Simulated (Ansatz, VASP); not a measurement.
## AlNi3 in VASP and in Ansatz

```
Al Ni
1.0
     3.45723    0.00000    0.00000
     0.00000    3.45723    0.00000
     0.00000    0.00000    3.45723
Al Ni
1 3
Direct
  0.00000 0.00000 0.00000
  0.00000 0.50000 0.50000
  0.50000 0.00000 0.50000
  0.50000 0.50000 0.00000
```

Alike in both runs: task single point; functional LDA; k mesh 12 × 12 × 12; occupations gaussian, width 0.05 eV; collinear spin.

|  | VASP | Ansatz |
| --- | --- | --- |
| version | VASP 6.6.1 | Ansatz 0.2.0 |
| potentials or method | VASP PAW LDA potentials, release 64 (Al, Ni), cutoff 520 eV | scalar-relativistic, plane waves, PAW |
| valence electrons in the cell | 33 | 57 |

Ansatz gave:

- gap on the k mesh at the Fermi level (eV): none
- pressure (GPa): 4.7
- net moment per atom (μB): 0.15
- size of the moment on the site where the two differ most (μB): 0.21

Task: Estimate VASP's values.

Result: gap on the k mesh at the Fermi level (eV): none; pressure (GPa): 4.8; net moment per atom (μB): 0.03; size of the moment on the site where the two differ most (μB): 0.04.

The net moments are unlike, so the other rows may belong to different states. LDA's correlation is that of Perdew and Zunger in VASP and of Perdew and Wang (1992) in Ansatz. Site moments also hang on the region over which each program counts them. A gap of «none» marks a metal or a gap that the smearing closes. VASP's potentials hold 33 valence electrons a cell and Ansatz's 57, so a difference there can come from the potentials and not from the codes.
